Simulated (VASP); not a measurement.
# LiCl (Fm-3m) in VASP: G0W0 quasiparticle levels with PBE

Aim: the G0W0 quasiparticle levels of LiCl with PBE.

All numbers are computed with VASP 6.6.1; they aren't measurements. Logs are shortened: lines on timing, memory, paths and dates and some standing lists are left out, and cuts for length are marked.

**1. The cell of the first run**

Symmetry: Fm-3m, No. 225, cubic system. Conventional cell: a = 5.112 Å, b = 5.112 Å, c = 5.112 Å, α = 90.00°, β = 90.00°, γ = 90.00°. Within 3.4 Å of Li (site symmetry m-3m) lie 6 Cl at 2.56 Å. Within 3.4 Å of Cl (site symmetry m-3m) lie 6 Li at 2.56 Å.

**2. G0W0 quasiparticle levels, PBE**

Contents of POSCAR:

```
LiCl
1.0
    0.0000000000      2.5560369889      2.5560369889
    2.5560369889      0.0000000000      2.5560369889
    2.5560369889      2.5560369889      0.0000000000
Li Cl
1 1
Direct
    0.0000000000      0.0000000000      0.0000000000
    0.5000000000      0.5000000000      0.5000000000
```

Contents of INCAR.step1:

```
PREC     = Accurate       # precision mode
ENCUT    = 500            # plane-wave cutoff, eV
EDIFF    = 1E-8           # SCF threshold, eV
ISMEAR   = 0              # smearing method
SIGMA    = 0.01           # smearing width, eV
LREAL    = F              # projectors in reciprocal space
LASPH    = T              # aspherical terms in the spheres
NELM     = 100            # most SCF steps
ALGO     = Normal         # electronic algorithm
LWAVE    = T              # write WAVECAR
LCHARG   = F              # write CHGCAR
GGA      = PE             # functional
```

Contents of INCAR.step2:

```
PREC     = Accurate       # precision mode
ENCUT    = 500            # plane-wave cutoff, eV
EDIFF    = 1E-8           # SCF threshold, eV
ISMEAR   = 0              # smearing method
SIGMA    = 0.01           # smearing width, eV
LREAL    = F              # projectors in reciprocal space
LASPH    = T              # aspherical terms in the spheres
NELM     = 1              # most SCF steps
ALGO     = Exact          # electronic algorithm
LWAVE    = T              # write WAVECAR
LCHARG   = F              # write CHGCAR
GGA      = PE             # functional
NBANDS   = 129            # bands
LOPTICS  = T              # frequency-dependent dielectric function
ISTART   = 1
```

Contents of INCAR.step3:

```
PREC     = Accurate       # precision mode
ENCUT    = 500            # plane-wave cutoff, eV
EDIFF    = 1E-8           # SCF threshold, eV
ISMEAR   = 0              # smearing method
SIGMA    = 0.01           # smearing width, eV
LREAL    = F              # projectors in reciprocal space
LASPH    = T              # aspherical terms in the spheres
ALGO     = EVGW0          # electronic algorithm
LWAVE    = F              # write WAVECAR
LCHARG   = F              # write CHGCAR
GGA      = PE             # functional
NELMGW   = 1            
NBANDS   = 129            # bands
ENCUTGW  = 140.0          # cutoff of the response function
NOMEGA   = 96             # frequency points
PRECFOCK = Fast         
ISTART   = 1            
NBANDSGW = 12           
OMEGAMAX = 20
```

Contents of KPOINTS:

```
regular mesh
0
Gamma
  4 4 4
```

Potentials or basis: VASP PAW PBE potentials, release 64 (Li_GW, Cl_GW).

Started as:

```bash
> cat potpaw_PBE.64/Li_GW/POTCAR potpaw_PBE.64/Cl_GW/POTCAR > POTCAR
> cp INCAR.step1 INCAR
> mpirun -np 1 vasp_std > vasp.out
> cp INCAR.step2 INCAR
> mpirun -np 1 vasp_std > vasp.out
> cp INCAR.step3 INCAR
> mpirun -np 1 vasp_std > vasp.out
```

OUTCAR:

```text
PREC = Accurate
   ENCUT = 500
   EDIFF = 1E-8
   ISMEAR = 0
   LREAL = F
   LASPH = T
   GGA = PE
   NELMGW = 1
   ENCUTGW = 140.0
   PRECFOCK = Fast
   ISTART = 1

 ion  position               nearest neighbor table
   1  0.000  0.000  0.000-   2 2.56   2 2.56   2 2.56   2 2.56   2 2.56   2 2.56
   2  0.500  0.500  0.500-   1 2.56   1 2.56   1 2.56   1 2.56   1 2.56   1 2.56

  LATTYP: Found a face centered cubic cell.
 ALAT       =     5.1120739778

  Lattice vectors:

 A1 = (   0.0000000000,   2.5560369889,   2.5560369889)
 A2 = (   2.5560369889,   0.0000000000,   2.5560369889)
 A3 = (   2.5560369889,   2.5560369889,   0.0000000000)

Analysis of symmetry for initial positions (statically):
=====================================================================
 Subroutine PRICEL returns:
 Original cell was already a primitive cell.

 Routine SETGRP: Setting up the symmetry group for a
 face centered cubic supercell.

 Subroutine GETGRP returns: Found 48 space group operations
 (whereof 48 operations were pure point group operations)
 out of a pool of 48 trial point group operations.

The static configuration has the point symmetry O_h .

Analysis of symmetry for dynamics (positions and initial velocities):
=====================================================================
 Subroutine PRICEL returns:
 Original cell was already a primitive cell.

 Routine SETGRP: Setting up the symmetry group for a
 face centered cubic supercell.

 Subroutine GETGRP returns: Found 48 space group operations
 (whereof 48 operations were pure point group operations)
 out of a pool of 48 trial point group operations.

The dynamic configuration has the point symmetry O_h .

 Subroutine INISYM returns: Found 48 space group operations
 (whereof 48 operations are pure point group operations),
 and found     1 'primitive' translations

[... 73 lines left out ...]
   LSORBIT =      F    spin-orbit coupling
   LASPH  =      T    aspherical Exc in radial PAW
   ENCUT  =  500.0 eV  36.75 Ry    6.06 a.u.   6.59  6.59  6.59*2*pi/ulx,y,z
   NELM   =     60;   NELMIN=  2; NELMDL=  0     # of ELM steps
   EDIFF  = 0.1E-07   stopping-criterion for ELM
   LREAL  =      F    real-space projection
   EDIFFG = 0.1E-06   stopping-criterion for IOM
   NSW    =      0    number of steps for IOM
   IBRION =     -1    ionic relax: 0-MD 1-quasi-New 2-CG
   NFREE  =      0    steps in history (QN), initial steepest desc. (CG)
   ISIF   =      0    stress and relaxation
   ISYM   =      3    0-nonsym 1-usesym 2-fastsym
   POTIM  = 0.5000    time-step for ionic-motion
   TEBEG  =    0.0;   TEEND  =   0.0 temperature during run
   PSTRESS=    0.0 pullay stress
   NELECT =       8.0000    total number of electrons
   NUPDOWN=      -1.0000    fix difference up-down
   EMIN   =  10.00;   EMAX   =-10.00  energy-range for DOS
   EFERMI =   0.00;   METHOD = LEGACY
   ISMEAR =     0;   SIGMA  =   0.01  broadening in eV -4-tet -1-fermi 0-gaus
   EFERMI_NEDOS =   21; number of points for ismear=-14 and -15
   IALGO  =     38    algorithm
   IMIX   =      4    mixing-type and parameters
     AMIX     =   0.40;   BMIX     =  1.00
     AMIX_MAG =   1.60;   BMIX_MAG =  1.00
  volume/ion in A,a.u.               =      16.70       112.69
  Fermi-wavevector in a.u.,A,eV,Ry     =   1.016704  1.921291 14.064155  1.033686
  Thomas-Fermi vector in A             =   2.150062
   LORBIT       =      0    0 simple, 1 ext, 2 COOP (PROOUT), +10 PAW based schemes
   GGA     = PE    functional components
   LHFCALC =     T    Hartree Fock is set to
   PRECFOCK=fast      Normal, Fast or Accurate (Low or Medium for compatibility)
   ENCUT4O =  -1.0   cutoff for four orbital integrals eV
   NKREDX  =     1    reduce k-point grid by
   NKREDY  =     1    reduce k-point grid by
   NKREDZ  =     1    reduce k-point grid by
   AEXX    =    1.0000 exact exchange contribution
   HFSCREEN=    0.0000 screening length (either q_TF or 0.3 A-1)
   HFSCREENC=   0.0000 screening length for correlation (either q_TF or 0.3 A-1)
   ENCUTFOCK=  -1.0 apply spherical cutoff to Coloumb kernel
   IVDW    =     0    specifies the selected vdW correction
   LEPSILON=     F    determine dielectric tensor
   LRPA    =     F    only Hartree local field effects (RPA)
   LRPAFORCE           =     F    calculate RPA forces
   ENCUTGW             = 140.0    cutoff for response function in eV
   ENCUTGWSOFT         = 112.0    soft cutoff for Coulomb kernel in GW response function in eV
   ENCUTLF             =  -1.0    cutoff for local field effects
   NELMGW              =     1    number of iterations in solving QP/BSE equation
   NELMHF              =     1    number of iterations in the inner HF iteration
   NKREDLFX            =     1    NKREDLFY  =   1   NKREDLFZ  =   1
 non-spin polarized calculation
 Gauss-broadening in eV      SIGMA  =   0.01
  energy-cutoff  :      500.00
  volume of cell :       33.40
 maximum number of plane-waves:       869
 NGX is ok and might be reduce to    28
  NGX = 16; NGY = 16; NGZ = 16
   NGX = 13   NGY = 13   NGZ = 13
 maximum number of plane-waves:       137
 NGX is ok and might be reduce to    14

 QP shifts <psi_nk| G(iteration)W_0 |psi_nk>: iteration 1
 for sc-GW calculations column KS-energies equals QP-energies in previous step
 and V_xc(KS)=  KS-energies - (<T + V_ion + V_H > + <T+V_H+V_ion>^1  + <V_x>^1)

 k-point   1 :       0.0000    0.0000    0.0000
  band No.  KS-energies  QP-energies   sigma(KS)   V_xc(KS)     V^pw_x(r,r')   Z            occupation Imag(sigma)

      1     -14.3235     -15.7705     -16.5773     -14.7355     -24.1360       0.7856       2.0000       1.5880
      2      -0.8781      -2.6193     -16.9238     -14.7573     -18.9779       0.8037       2.0000       0.0289
      3      -0.8781      -2.6193     -16.9238     -14.7573     -18.9779       0.8037       2.0000       0.0289
      4      -0.8781      -2.6193     -16.9238     -14.7573     -18.9779       0.8037       2.0000       0.0289
      5       5.4989       6.3153      -7.6294      -8.6081      -4.1038       0.8342       0.0000      -0.0428
      6      10.9151      12.1166      -8.1344      -9.5878      -4.2670       0.8266       0.0000      -0.0557
      7      10.9151      12.1166      -8.1344      -9.5878      -4.2670       0.8266       0.0000      -0.0557
      8      10.9151      12.1166      -8.1344      -9.5878      -4.2670       0.8266       0.0000      -0.0557
      9      13.4750      14.9910      -9.2244     -11.1115      -4.8937       0.8033       0.0000      -0.0770
     10      13.4750      14.9910      -9.2244     -11.1115      -4.8937       0.8033       0.0000      -0.0770
     11      13.7081      14.8013      -5.9040      -7.2850      -1.4324       0.7916       0.0000      -0.0976
     12      13.7081      14.8013      -5.9040      -7.2850      -1.4324       0.7916       0.0000      -0.0976
[... 100 lines left out ...]
      1     -13.4907     -14.6079     -17.0037     -15.5168     -24.6059       0.7513       2.0000       1.2963
      2      -3.0371      -5.0232     -15.2314     -12.7008     -17.6076       0.7848       2.0000       0.0426
      3      -3.0371      -5.0232     -15.2314     -12.7008     -17.6076       0.7848       2.0000       0.0426
      4      -1.9600      -3.8387     -16.0627     -13.6903     -18.2597       0.7919       2.0000       0.0313
      5       8.6286       9.7982      -7.9954      -9.4111      -4.3247       0.8262       0.0000      -0.0515
      6       9.2404      10.4467      -6.8998      -8.3541      -3.0849       0.8294       0.0000      -0.0543
      7       9.5366      10.6473      -8.5950      -9.9439      -4.7880       0.8235       0.0000      -0.0545
      8       9.5366      10.6473      -8.5950      -9.9439      -4.7880       0.8235       0.0000      -0.0545
      9      15.0509      16.2377      -7.5432      -9.0773      -2.8611       0.7736       0.0000      -0.1302
     10      15.0509      16.2377      -7.5432      -9.0773      -2.8611       0.7736       0.0000      -0.1302
     11      17.1622      18.9090     -10.6887     -12.9599      -5.4470       0.7691       0.0000      -0.1777
     12      18.1143      19.4048      -9.7138     -11.4092      -4.3144       0.7611       0.0000      -0.3689
```

OUTCAR.step2:

```text
PREC = Accurate
   ENCUT = 500
   EDIFF = 1E-8
   ISMEAR = 0
   LREAL = F
[... 689 lines left out ...]
     0.00000     3.33792     3.33792     3.33792     0.00000    -0.00000    -0.00000
     1.80479     3.42679     3.42679     3.42679     0.00000    -0.00000    -0.00000
     3.60959     3.75673     3.75673     3.75673     0.00000    -0.00000    -0.00000
     5.41438     4.72681     4.72681     4.72681     0.00000    -0.00000    -0.00000
     7.21918     6.52507     6.52507     6.52507     0.00000     0.00000    -0.00000
     9.02397    -2.84931    -2.84931    -2.84931    -0.00000     0.00000     0.00000
[... 92 lines left out ...]
   176.86980     0.98966     0.98966     0.98966    -0.00000     0.00000     0.00000
   178.67459     0.98989     0.98989     0.98989    -0.00000     0.00000     0.00000
```

Wall time 44 s (1 thread of Intel Xeon 6975P-C (Granite Rapids), shared host); peak memory 0.31 GiB.

Results:

```
Quasiparticle gap                                   : 8.93 eV
Least direct quasiparticle gap                      : 8.93 eV
Band gap of the starting levels on the mesh         : 6.38 eV
Least direct gap of the starting levels on the mesh : 6.38 eV
```

Caveat: the k points lie up to 0.53 Å⁻¹ apart; bands, screening cutoff and mesh are small and nothing is extrapolated, so the quasiparticle values aren't converged.
